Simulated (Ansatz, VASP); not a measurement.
# One calculation of Be2BiSb3, two programs

INCAR

```
SYSTEM = Be2BiSb3
PREC = Accurate ; ENCUT = 600
EDIFF = 1E-6 ; ISMEAR = 0
SIGMA = 0.1 ; LREAL = .FALSE.
LASPH = .TRUE. ; NELM = 100
ALGO = Normal ; ISIF = 3
LWAVE = .FALSE. ; LCHARG = .FALSE.
GGA = PE ; IBRION = 2
NSW = 90 ; EDIFFG = -0.04
```

Contents of KPOINTS:

```
regular mesh
0
G
  3 3 6
  0 0 0
```

The input POSCAR:

```
Be2BiSb3
1.0
    6.1726764500      0.0000000000      0.0000000000
   -3.0863382200      5.3456946100      0.0000000000
    0.0000000000      0.0000000000      3.4867377800
Be Sb Bi
2 3 1
Direct
    0.3333333300      0.6666666700      0.0000000000
    0.6666666700      0.3333333300      0.0000000000
    0.5000000000      0.0000000000      0.5000000000
    0.5000000000      0.5000000000      0.5000000000
    0.0000000000      0.5000000000      0.5000000000
    0.0000000000      0.0000000000      0.0000000000
```

Input for Ansatz:

```yaml
crystal:
  lattice:
    - [6.17267645, 0.0, 0.0]
    - [-3.08633822, 5.34569461, 0.0]
    - [0.0, 0.0, 3.48673778]
  atoms:
    - { symbol: Be, position: [0.33333333, 0.66666667, 0.0] }
    - { symbol: Be, position: [0.66666667, 0.33333333, 0.0] }
    - { symbol: Sb, position: [0.5, 0.0, 0.5] }
    - { symbol: Sb, position: [0.5, 0.5, 0.5] }
    - { symbol: Sb, position: [0.0, 0.5, 0.5] }
    - { symbol: Bi, position: [0.0, 0.0, 0.0] }
basis:
  ecutwfc: 420
kpoints:
  mp_grid: { grid: [3, 3, 6] }
hamiltonian:
  xc: pbe
scf:
  occupations: { method: gaussian, width: 0.1 }
  lower_state_search: "off"
output:
  forces: true
  stress: true
  eigenvalues: true
relax:
  adjacent_minimum: "off"
  f_tol: 0.04
  max_steps: 70
  cell: { stress_tol: 0.4 }
```

Change from the starting cell: species swapped into the CeCo3B2 type (P6/mmm, No. 191).

Alike in both runs: task relaxation of cell and atoms; functional PBE; k mesh 3 × 3 × 6; occupations gaussian, width 0.1 eV; no spin polarisation.

|  | VASP | Ansatz |
| --- | --- | --- |
| version | VASP 6.6.1 | Ansatz 0.2.0 |
| potentials or method | VASP PAW PBE potentials, release 64 (Be, Sb, Bi_d), cutoff 600 eV | scalar-relativistic, plane waves, PAW |
| valence electrons in the cell | 34 | 64 |

|  | VASP | Ansatz | Ansatz less VASP |
| --- | --- | --- | --- |
| gap on the k mesh at the Fermi level, each at its own relaxed structure (eV) | none | none | - |
| relaxed volume (Å³/atom) | 23.08 | 23.04 | -0.044 |
| relaxed cell length with the largest relative difference (Å) | 3.615 | 3.606 | -0.0086 |

A gap of «none» marks a metal or a gap that the smearing closes. VASP's potentials hold 34 valence electrons a cell and Ansatz's 64, so a difference there can come from the potentials and not from the codes.

The k mesh is coarse, so the values compare programs but aren't converged. Spin-orbit coupling is off throughout. Noted on VASP's run: the volume moved by over 15 % at a fixed basis, so the end points are rough.
